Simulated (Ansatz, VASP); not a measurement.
## CoH in VASP and in Ansatz

Contents of INCAR:

```
PREC = Accurate ; ENCUT = 520
EDIFF = 1E-6 ; ISMEAR = -1
SIGMA = 0.15 ; LREAL = False
LASPH = True ; NELM = 150
ALGO = Normal ; ISIF = 2
LWAVE = False ; LCHARG = False
ISPIN = 2 ; MAGMOM = 2 -2 0 0
LORBIT = 11 ; LMAXMIX = 4
GGA = PS ; NBANDS = 22
```

Contents of KPOINTS:

```
regular mesh
0
Gamma
  15 15 15
```

Contents of POSCAR:

```
CoH
1.0
    0.0000000000      3.6859200000      3.6859200000
    1.8429600000      0.0000000000      1.8429600000
    1.8429600000      1.8429600000      0.0000000000
Co H
2 2
Direct
    0.0000000000      0.0000000000      0.0000000000
    0.5000000000      0.0000000000      0.0000000000
    0.2500000000      0.5000000000      0.5000000000
    0.7500000000      0.5000000000      0.5000000000
```

Input for Ansatz:

```yaml
crystal:
  lattice:
    - [0.0, 3.68592, 3.68592]
    - [1.84296, 0.0, 1.84296]
    - [1.84296, 1.84296, 0.0]
  atoms:
    - { symbol: Co, position: [0.0, 0.0, 0.0], spin: 2.0 }
    - { symbol: H, position: [0.25, 0.5, 0.5] }
    - { symbol: Co, position: [0.5, 0.0, 0.0], spin: -2.0 }
    - { symbol: H, position: [0.75, 0.5, 0.5] }
basis:
  ecutwfc: 435.382179935808
kpoints:
  mp_grid:
    grid: [15, 15, 15]
hamiltonian:
  xc: pbesol
magnetization:
  spin_polarized: true
scf:
  occupations:
    method: fermi_dirac
    width: 0.15
output:
  eigenvalues: true
```

Alike in both runs: task single point; functional PBEsol; k mesh 15 × 15 × 15; occupations fermi-dirac, width 0.15 eV; collinear spin.

|  | VASP | Ansatz |
| --- | --- | --- |
| version | VASP 6.6.1 | Ansatz 0.2.0 |
| potentials or method | VASP PAW PBE potentials, release 64 (Co, H), cutoff 520 eV | plane waves, PAW |
| valence electrons in the cell | 20 | 36 |

|  | VASP | Ansatz | Ansatz less VASP |
| --- | --- | --- | --- |
| gap on the k mesh at the Fermi level (eV) | none | none | - |
| net moment per atom (μB) | 0.00 | 0.57 | +0.565 |
| size of the moment on the site where the two differ most (μB) | 0.50 | 1.11 | +0.611 |

The net moments are unlike, so the other rows may belong to different states. VASP's potentials were made for PBE, not for PBEsol. Site moments also hang on the region over which each program counts them. A gap of «none» marks a metal or a gap that the smearing closes. VASP's potentials hold 20 valence electrons a cell and Ansatz's 36, so a difference there can come from the potentials and not from the codes. Ansatz's warnings: look outside group, seeded moment not kept, stability check not made.
